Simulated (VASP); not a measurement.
# Au (Fm-3m) in VASP: further runs

Runs on Au. Level: PBE. Tasks: single point.

Program: VASP 6.6.1. These are calculated values, not measurements. Logs are shortened: lines on timing, memory, paths and dates and some standing lists are left out, and cuts for length are marked.

## 1. The cell of the first run

Symmetry: Fm-3m, No. 225, cubic system. The conventional cell has a = 3.859 Å, b = 3.859 Å, c = 3.859 Å, α = 90.00°, β = 90.00°, γ = 90.00°. Au (site symmetry m-3m) has 12 Au at 2.73 Å within 3.6 Å.

## 2. Single point, PBE

Input file INCAR:

```
PREC     = Accurate       # precision mode
ENCUT    = 520            # plane-wave cutoff, eV
EDIFF    = 1E-7           # SCF threshold, eV
ISMEAR   = 0              # smearing method
SIGMA    = 0.1            # smearing width, eV
LREAL    = F              # projectors in reciprocal space
LASPH    = T              # aspherical terms in the spheres
NELM     = 80             # most SCF steps
ALGO     = Normal         # electronic algorithm
ISIF     = 2              # what is computed and relaxed
LWAVE    = F              # write WAVECAR
LCHARG   = F              # write CHGCAR
GGA      = PE             # functional
NBANDS   = 12             # bands
```

Input file KPOINTS:

```
Automatic mesh
0
Gamma
  18 18 18
```

Input file POSCAR:

```
Au
1.0
    0.0000000000      1.9295704767      1.9295704767
    1.9295704767      0.0000000000      1.9295704767
    1.9295704767      1.9295704767      0.0000000000
Au
1
Direct
    0.0000000000      0.0000000000      0.0000000000
```

Potentials or basis: VASP PAW PBE potentials, release 64 (Au).

Started as:

```bash
$ cat potpaw_PBE.64/Au/POTCAR > POTCAR
$ mpirun -np 1 vasp_std > vasp.out
```

OUTCAR:

```text
PREC = Accurate
   ENCUT = 520
   EDIFF = 1E-7
   ISMEAR = 0
   LREAL = F
   LASPH = T
   NELM = 80
   ISIF = 2
   GGA = PE

 ion  position               nearest neighbor table
   1  0.000  0.000  0.000-

  LATTYP: Found a face centered cubic cell.
 ALAT       =     3.8591409534

  Lattice vectors:

 A1 = (   0.0000000000,   1.9295704767,   1.9295704767)
 A2 = (   1.9295704767,   0.0000000000,   1.9295704767)
 A3 = (   1.9295704767,   1.9295704767,   0.0000000000)

Analysis of symmetry for initial positions (statically):
=====================================================================
 Subroutine PRICEL returns:
 Original cell was already a primitive cell.

 Routine SETGRP: Setting up the symmetry group for a
 face centered cubic supercell.

 Subroutine GETGRP returns: Found 48 space group operations
 (whereof 48 operations were pure point group operations)
 out of a pool of 48 trial point group operations.

The static configuration has the point symmetry O_h .

Analysis of symmetry for dynamics (positions and initial velocities):
=====================================================================
 Subroutine PRICEL returns:
 Original cell was already a primitive cell.

 Routine SETGRP: Setting up the symmetry group for a
 face centered cubic supercell.

 Subroutine GETGRP returns: Found 48 space group operations
 (whereof 48 operations were pure point group operations)
 out of a pool of 48 trial point group operations.

The dynamic configuration has the point symmetry O_h .

 Subroutine INISYM returns: Found 48 space group operations
 (whereof 48 operations are pure point group operations),
 and found     1 'primitive' translations

----------------------------------------------------------------------------------------

                                     Primitive cell

  volume of cell :      14.3685

  direct lattice vectors                    reciprocal lattice vectors
     0.000000000  1.929570477  1.929570477    -0.259125026  0.259125026  0.259125026
     1.929570477  0.000000000  1.929570477     0.259125026 -0.259125026  0.259125026
     1.929570477  1.929570477  0.000000000     0.259125026  0.259125026 -0.259125026

  length of vectors
     2.728824738  2.728824738  2.728824738     0.448817711  0.448817711  0.448817711

  position of ions in fractional coordinates (direct lattice)
     0.000000000  0.000000000  0.000000000

  ion indices of the primitive-cell ions
   primitive index   ion index
[... 74 lines left out ...]
   LREAL  =      F    real-space projection
   EDIFFG = 0.1E-05   stopping-criterion for IOM
   NSW    =      0    number of steps for IOM
   IBRION =     -1    ionic relax: 0-MD 1-quasi-New 2-CG
   NFREE  =      0    steps in history (QN), initial steepest desc. (CG)
   ISIF   =      2    stress and relaxation
   ISYM   =      2    0-nonsym 1-usesym 2-fastsym
   POTIM  = 0.5000    time-step for ionic-motion
   TEBEG  =    0.0;   TEEND  =   0.0 temperature during run
   PSTRESS=    0.0 pullay stress
   NELECT =      11.0000    total number of electrons
   NUPDOWN=      -1.0000    fix difference up-down
   EMIN   =  10.00;   EMAX   =-10.00  energy-range for DOS
   EFERMI =   0.00;   METHOD = LEGACY
   ISMEAR =     0;   SIGMA  =   0.10  broadening in eV -4-tet -1-fermi 0-gaus
   EFERMI_NEDOS =   21; number of points for ismear=-14 and -15
   IALGO  =     38    algorithm
   IMIX   =      4    mixing-type and parameters
     AMIX     =   0.40;   BMIX     =  1.00
     AMIX_MAG =   1.60;   BMIX_MAG =  1.00
  volume/ion in A,a.u.               =      14.37        96.96
  Fermi-wavevector in a.u.,A,eV,Ry     =   1.497620  2.830092 30.516056  2.242867
  Thomas-Fermi vector in A             =   2.609485
   LORBIT       =      0    0 simple, 1 ext, 2 COOP (PROOUT), +10 PAW based schemes
   GGA     = PE    functional components
   LHFCALC =     F    Hartree Fock is set to
   AEXX    =    0.0000 exact exchange contribution
   IVDW    =     0    specifies the selected vdW correction
   LEPSILON=     F    determine dielectric tensor
   LRPA    =     F    only Hartree local field effects (RPA)
 non-spin polarized calculation
 Gauss-broadening in eV      SIGMA  =   0.10
  energy-cutoff  :      520.00
  volume of cell :       14.37
 maximum number of plane-waves:       397
   NGX = 11   NGY = 11   NGZ = 11

 number of electron      10.9999998 magnetization

 Free energy of the ion-electron system (eV)
  ---------------------------------------------------
  ext. energy  EPLUGINS =         0.00000000
  ---------------------------------------------------
  free energy    TOTEN  =        -2.69999543 eV

  energy without entropy =       -2.69809897  energy(sigma->0) =       -2.69904720

 E-fermi :  12.6936     XC(G=0): -13.7617

 val. band max:       12.6921401908   @ k =  -0.4444   0.1111   0.0556
 cond. band min:      12.7216778336   @ k =   0.5000   0.3333   0.1667
 fundamental gap:      0.0295376428
 Fermi energy:        12.6936172650

 k-point     1 :       0.0000    0.0000    0.0000
  band No.  band energies     occupation
      1       0.7962      2.00000
      2       6.8753      2.00000
      3       6.8753      2.00000
      4       6.8753      2.00000
      5       8.9162      2.00000
      6       8.9162      2.00000
      7      26.7243      0.00000
      8      31.7244      0.00000
      9      31.7244      0.00000
     10      31.7244      0.00000
     11      37.2254      0.00000
     12      44.1330      0.00000
[... 331 lines left out ...]
 k-point    24 :      -0.2222    0.0556    0.0000
  band No.  band energies     occupation
      1       2.8539      2.00000
      2       6.4815      2.00000
      3       7.2624      2.00000
      4       7.3178      2.00000
      5       8.7551      2.00000
      6       9.4113      2.00000
      7      25.2781      0.00000
      8      28.4727      0.00000
      9      32.9379      0.00000
     10      34.5973      0.00000
     11      35.7967      0.00000
     12      37.5539      0.00000

 [... further k-points ...]
[... 5 lines left out ...]
  --------------------------------------------------------------------------------------
  -------------------------------------------------------------------------------------
  Total        5.3359618      5.3359618      5.3359618      0.0000000      0.0000000     -0.0000000
  in kB      594.9923218    594.9923218    594.9923218      0.0000000      0.0000000     -0.0000000
  external PRESSURE =     594.9923218 kB  Pullay stress =       0.0000000 kB

 VOLUME and BASIS-vectors are now :
 -----------------------------------------------------------------------------
  energy-cutoff  :      520.00
  volume of cell :       14.37
      direct lattice vectors                 reciprocal lattice vectors
     0.000000000  1.929570477  1.929570477    -0.259125026  0.259125026  0.259125026
     1.929570477  0.000000000  1.929570477     0.259125026 -0.259125026  0.259125026
     1.929570477  1.929570477  0.000000000     0.259125026  0.259125026 -0.259125026

 POSITION                                       TOTAL-FORCE (eV/Angst)
 -----------------------------------------------------------------------------------
      0.00000      0.00000      0.00000         0.000000      0.000000      0.000000
 -----------------------------------------------------------------------------------
    total drift:                                0.000000      0.000000      0.000000

  FREE ENERGIE OF THE ION-ELECTRON SYSTEM (eV)
  ---------------------------------------------------
  free  energy   TOTEN  =        -2.6999954336 eV

  energy  without entropy=       -2.6980989704  energy(sigma->0) =       -2.69904720
```

OSZICAR:

```text
N       E                     dE             d eps       ncg     rms          rms(c)
DAV:   1     0.517524825718E+02    0.51752E+02   -0.57714E+03  4816   0.838E+02
DAV:   2    -0.224480057480E+01   -0.53997E+02   -0.51579E+02  5648   0.196E+02
DAV:   3    -0.295573387972E+01   -0.71093E+00   -0.70978E+00  5628   0.214E+01
DAV:   4    -0.295797573596E+01   -0.22419E-02   -0.22417E-02  5632   0.138E+00
DAV:   5    -0.295798964948E+01   -0.13914E-04   -0.13915E-04  5780   0.101E-01    0.162E+01
DAV:   6    -0.273704986770E+01    0.22094E+00   -0.43300E-01  5168   0.568E+00    0.966E+00
DAV:   7    -0.270348074354E+01    0.33569E-01   -0.11477E-01  5464   0.291E+00    0.279E+00
DAV:   8    -0.270000199950E+01    0.34787E-02   -0.80009E-03  5192   0.809E-01    0.292E-01
DAV:   9    -0.269999079699E+01    0.11203E-04   -0.31076E-05  5716   0.522E-02    0.138E-02
DAV:  10    -0.269999528417E+01   -0.44872E-05   -0.18790E-06  5712   0.111E-02    0.529E-03
DAV:  11    -0.269999546136E+01   -0.17719E-06   -0.66106E-08  5036   0.219E-03    0.792E-04
DAV:  12    -0.269999543360E+01    0.27762E-07   -0.38436E-09  3056   0.588E-04
   1 F= -.26999954E+01 E0= -.26990472E+01  d E =-.189646E-02
```

stdout:

```text
POSCAR found type information on POSCAR Au
 POSCAR found :  1 types and       1 ions
 scaLAPACK will be used
 LDA part: xc-table for (Slater+PW92), standard interpolation
 POSCAR, INCAR and KPOINTS ok, starting setup
 FFT: planning ... GRIDC
 FFT: planning ... GRID_SOFT
 FFT: planning ... GRID
 WAVECAR not read
 entering main loop
```

It took 12 s on 1 thread of Intel Xeon 6975P-C (Granite Rapids), shared host; peak memory 0.14 GiB.

What came out:

- Free energy: -2.7000 eV
- Pressure: 59.5 GPa

Caveat: spin-orbit coupling is left out, which moves the levels of the heavy elements.

## 3. Single point, PBE

This run uses another cell than the first one, of 15.61 Å³/atom, 1.086 times its volume.

Input file INCAR:

```
SYSTEM = Au
ALGO = Fast
EDIFF = 1E-6
ENCUT = 520
GGA = PE
ISIF = 2
ISMEAR = 0
LASPH = .TRUE.
LCHARG = .FALSE.
LREAL = .FALSE.
LWAVE = .FALSE.
NBANDS = 12
NELM = 60
PREC = Accurate
SIGMA = 0.1
```

Input file KPOINTS:

```
k-points
0
G
  18 18 18
  0 0 0
```

Input file POSCAR:

```
Au
1.0
    0.0000000000      1.9835009146      1.9835009146
    1.9835009146      0.0000000000      1.9835009146
    1.9835009146      1.9835009146      0.0000000000
Au
1
Direct
    0.0000000000      0.0000000000      0.0000000000
```

Potentials or basis: VASP PAW PBE potentials, release 64 (Au).

Started as:

```bash
$ cat potpaw_PBE.64/Au/POTCAR > POTCAR
$ mpirun -np 1 vasp_std > vasp.out
```

Wall time 14 s (1 thread of Intel Xeon 6975P-C (Granite Rapids), shared host); peak memory 0.16 GiB.

Results (log left out):

- Free energy: -3.0364 eV
- Pressure: 29.6 GPa

Levels at points of the mesh, in eV from the Fermi level:
| k point | band 2 | band 3 | band 4 | band 5 | band 6 | band 7 | band 8 | band 9 | band 10 | band 11 |
| --- | --- | --- | --- | --- | --- | --- | --- | --- | --- | --- |
| (0.00, 0.00, 0.00) | -5.23 | -5.23 | -5.23 | -3.46 | -3.46 | 14.33 | 18.84 | 18.84 | 18.84 | 24.04 |
| (0.50, 0.00, 0.00) | -5.28 | -5.28 | -2.06 | -2.06 | -1.41 | 3.55 | 13.80 | 17.75 | 17.75 | 26.28 |
| (0.50, 0.50, 0.00) | -7.61 | -2.11 | -1.68 | -1.68 | 0.74 | 6.51 | 10.23 | 10.23 | 18.17 | 21.06 |

Caveat: spin-orbit coupling is left out, which moves the levels of the heavy elements.

## 4. Single point, PBE

This run uses another cell than the first one, of 16.54 Å³/atom, 1.151 times its volume.

Input file INCAR:

```
PREC = Accurate
ENCUT = 520
EDIFF = 1E-6
ISMEAR = 0
SIGMA = 0.1
LREAL = F
LASPH = T
NELM = 60
ALGO = Normal
ISIF = 2
LWAVE = F
LCHARG = T
GGA = PE
LELF = T
LVHAR = T
NBANDS = 12
```

Input file KPOINTS:

```
Automatic mesh
0
Gamma
  18 18 18
```

Input file POSCAR:

```
Au
1.0
    0.0000000000      2.0220533516      2.0220533516
    2.0220533516      0.0000000000      2.0220533516
    2.0220533516      2.0220533516      0.0000000000
Au
1
Direct
    0.0000000000      0.0000000000      0.0000000000
```

Started as:

```bash
$ cat potpaw_PBE.64/Au/POTCAR > POTCAR
$ mpirun -np 1 vasp_std > vasp.out
```

It took 12 s on 1 thread of Intel Xeon 6975P-C (Granite Rapids), shared host; peak memory 0.16 GiB.

The run converged. Its results:

```yaml
Free_energy: -3.1626 eV
Pressure: 14.6 GPa
```

Levels at points of the mesh, in eV from the Fermi level:
| k point | band 4 | band 5 | band 6 | band 7 | band 8 | band 9 |
| --- | --- | --- | --- | --- | --- | --- |
| (0.00, 0.00, 0.00) | -4.85 | -3.25 | -3.25 | 14.48 | 18.66 | 18.66 |
| (0.50, 0.00, 0.00) | -1.99 | -1.99 | -1.10 | 3.24 | 13.94 | 17.36 |
| (0.50, 0.50, 0.00) | -1.65 | -1.65 | 0.94 | 6.03 | 10.10 | 10.10 |

Caveat: spin-orbit coupling is left out, which moves the levels of the heavy elements.

## 5. Single point, PBE

This run uses another cell than the first one, of 17.11 Å³/atom, 1.191 times its volume.

Input file INCAR:

```
SYSTEM = Au
PREC = Accurate
ENCUT = 520
EDIFF = 1E-6
ISMEAR = 0
SIGMA = 0.1
LREAL = .FALSE.
LASPH = .TRUE.
NELM = 100
ALGO = Fast
ISIF = 2
LWAVE = .FALSE.
LCHARG = .FALSE.
GGA = PE
NBANDS = 12
```

Input file KPOINTS:

```
Automatic mesh
0
G
  18 18 18
  0 0 0
```

Input file POSCAR:

```
Au
1.0
    0.0000000000      2.0452936003      2.0452936003
    2.0452936003      0.0000000000      2.0452936003
    2.0452936003      2.0452936003      0.0000000000
Au
1
Direct
    0.0000000000      0.0000000000      0.0000000000
```

Potentials or basis: VASP PAW PBE potentials, release 64 (Au).

Started as:

```bash
$ cat potpaw_PBE.64/Au/POTCAR > POTCAR
$ mpirun -np 1 vasp_std > vasp.out
```

OUTCAR:

```text
SYSTEM = Au
   PREC = Accurate
   ENCUT = 520
   EDIFF = 1E-6
   ISMEAR = 0
   LREAL = .FALSE.
   LASPH = .TRUE.
   NELM = 100
   ISIF = 2
   GGA = PE

 ion  position               nearest neighbor table
   1  0.000  0.000  0.000-

  LATTYP: Found a face centered cubic cell.
 ALAT       =     4.0905872006

  Lattice vectors:

 A1 = (   0.0000000000,   2.0452936003,   2.0452936003)
 A2 = (   2.0452936003,   0.0000000000,   2.0452936003)
 A3 = (   2.0452936003,   2.0452936003,   0.0000000000)

Analysis of symmetry for initial positions (statically):
[... 532 lines left out ...]
      6       6.6262      2.00000
      7      20.9683      0.00000
      8      25.0084      0.00000
      9      27.9136      0.00000
     10      30.1925      0.00000
     11      30.7811      0.00000
     12      32.2186      0.00000

 [... further k-points ...]
[... 5 lines left out ...]
  --------------------------------------------------------------------------------------
  -------------------------------------------------------------------------------------
  Total        0.8291076      0.8291076      0.8291076      0.0000000      0.0000000     -0.0000000
  in kB       77.6290920     77.6290920     77.6290920      0.0000000      0.0000000     -0.0000000
  external PRESSURE =      77.6290920 kB  Pullay stress =       0.0000000 kB

 VOLUME and BASIS-vectors are now :
 -----------------------------------------------------------------------------
  energy-cutoff  :      520.00
  volume of cell :       17.11
      direct lattice vectors                 reciprocal lattice vectors
     0.000000000  2.045293600  2.045293600    -0.244463680  0.244463680  0.244463680
     2.045293600  0.000000000  2.045293600     0.244463680 -0.244463680  0.244463680
     2.045293600  2.045293600  0.000000000     0.244463680  0.244463680 -0.244463680

 POSITION                                       TOTAL-FORCE (eV/Angst)
 -----------------------------------------------------------------------------------
      0.00000      0.00000      0.00000         0.000000      0.000000      0.000000
 -----------------------------------------------------------------------------------
    total drift:                               -0.000000      0.000000      0.000000

  FREE ENERGIE OF THE ION-ELECTRON SYSTEM (eV)
  ---------------------------------------------------
  free  energy   TOTEN  =        -3.2028762515 eV

  energy  without entropy=       -3.2015288289  energy(sigma->0) =       -3.20220254
```

OSZICAR:

```text
N       E                     dE             d eps       ncg     rms          rms(c)
DAV:   1     0.497416010070E+02    0.49742E+02   -0.55932E+03  4816   0.817E+02
DAV:   2    -0.276369442350E+01   -0.52505E+02   -0.49531E+02  5444   0.186E+02
DAV:   3    -0.346533484213E+01   -0.70164E+00   -0.70095E+00  5700   0.210E+01
DAV:   4    -0.346772297079E+01   -0.23881E-02   -0.23880E-02  5572   0.141E+00
DAV:   5    -0.346774075943E+01   -0.17789E-04   -0.17787E-04  5824   0.115E-01    0.929E+00
RMM:   6    -0.322343912135E+01    0.24430E+00   -0.28374E-01  4703   0.446E+00    0.586E+00
RMM:   7    -0.320494151871E+01    0.18498E-01   -0.38529E-02  4984   0.183E+00    0.276E+00
RMM:   8    -0.320290269032E+01    0.20388E-02   -0.34637E-03  5190   0.494E-01    0.328E-01
RMM:   9    -0.320287117336E+01    0.31517E-04   -0.39451E-04  5485   0.170E-01    0.114E-01
RMM:  10    -0.320287438798E+01   -0.32146E-05   -0.60557E-05  5393   0.580E-02    0.578E-02
RMM:  11    -0.320287616700E+01   -0.17790E-05   -0.13736E-05  5003   0.234E-02    0.106E-02
RMM:  12    -0.320287625153E+01   -0.84534E-07   -0.12102E-06  4271   0.683E-03
   1 F= -.32028763E+01 E0= -.32022025E+01  d E =-.134742E-02
```

stdout:

```text
POSCAR found type information on POSCAR Au
 POSCAR found :  1 types and       1 ions
 scaLAPACK will be used
 LDA part: xc-table for (Slater+PW92), standard interpolation
 POSCAR, INCAR and KPOINTS ok, starting setup
 FFT: planning ... GRIDC
 FFT: planning ... GRID_SOFT
 FFT: planning ... GRID
 WAVECAR not read
 entering main loop
```

Wall time 15 s (1 thread of Intel Xeon 6975P-C (Granite Rapids), shared host); peak memory 0.17 GiB.

Results:

```
Free energy : -3.2029 eV
Pressure    : 7.8 GPa
```

Caveat: spin-orbit coupling is left out, which moves the levels of the heavy elements.

## 6. Overview

| cell | gap on the mesh (eV) | pressure (GPa) |
| --- | --- | --- |
| a = 2.729 Å, angles 60.0°, 1 atom | none | 59.5 |
| a = 2.805 Å, angles 60.0°, 1 atom | none | 29.6 |
| a = 2.860 Å, angles 60.0°, 1 atom | none | 14.6 |
| a = 2.892 Å, angles 60.0°, 1 atom | none | 7.8 |

Alike in all rows: task single point; level PBE; potentials or basis VASP PAW PBE potentials, release 64 (Au); no spin polarisation; k mesh 18 × 18 × 18; cutoff (eV) 520; smearing gaussian 0.1 eV.

Caveats: spin-orbit coupling is left out, which moves the levels of the heavy elements.

Absolute energies hang on the potentials; compare differences alone.
